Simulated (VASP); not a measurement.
Write the native input for VASP 6.6.1 that does the following.

```
Task                   : single point
Functional             : PBEsol
Potentials or basis    : VASP PAW PBE potentials, release 64 (Y_sv)
Cutoff                 : 520 eV
k mesh                 : 16 × 16 × 16
Occupations            : gaussian, width 0.15 eV
Spin                   : no spin polarisation
Dipole correction      : no
Further INCAR settings : ALGO = Normal; EDIFF = 1e-06; NBANDS = 12
```

The structure of Y lies in POSCAR:

```
Y
1.0
    0.0000000000      2.5844000000      2.3856000000
    2.5844000000      0.0000000000      2.3856000000
    2.5844000000      2.5844000000      0.0000000000
Y
1
Direct
    0.0000000000      0.0000000000      0.0000000000
```

This cell differs from its parent crystal: strain +0.040 along x and y, -0.040 along z.

The input as run:

INCAR

```
PREC = Accurate ; ENCUT = 520
EDIFF = 1E-6 ; ISMEAR = 0
SIGMA = 0.15 ; LREAL = False
LASPH = True ; NELM = 60
ALGO = Normal ; ISIF = 2
LWAVE = False ; LCHARG = False
GGA = PS ; NBANDS = 12
```

KPOINTS

```
regular mesh
0
Gamma
  16 16 16
```

Potentials or basis: VASP PAW PBE potentials, release 64 (Y_sv).

The run is started by

```console
$ cat potpaw_PBE.64/Y_sv/POTCAR > POTCAR
$ mpirun -np 1 vasp_std > vasp.out
```

It gave:

```
Pressure               : -1.4 GPa
Band gap on the k mesh : zero (an odd number of electrons rules out a gap without spin polarisation)
```

Caveat: the cell differs from its parent crystal (strain +0.040 along x and y, -0.040 along z); the PAW data sets were made with another functional, which shifts forces and pressure a little.

Run time: 48 s on 1 thread of Intel(R) Xeon(R) 6975P-C (Granite Rapids) (shared host), peak memory 0.29 GiB.
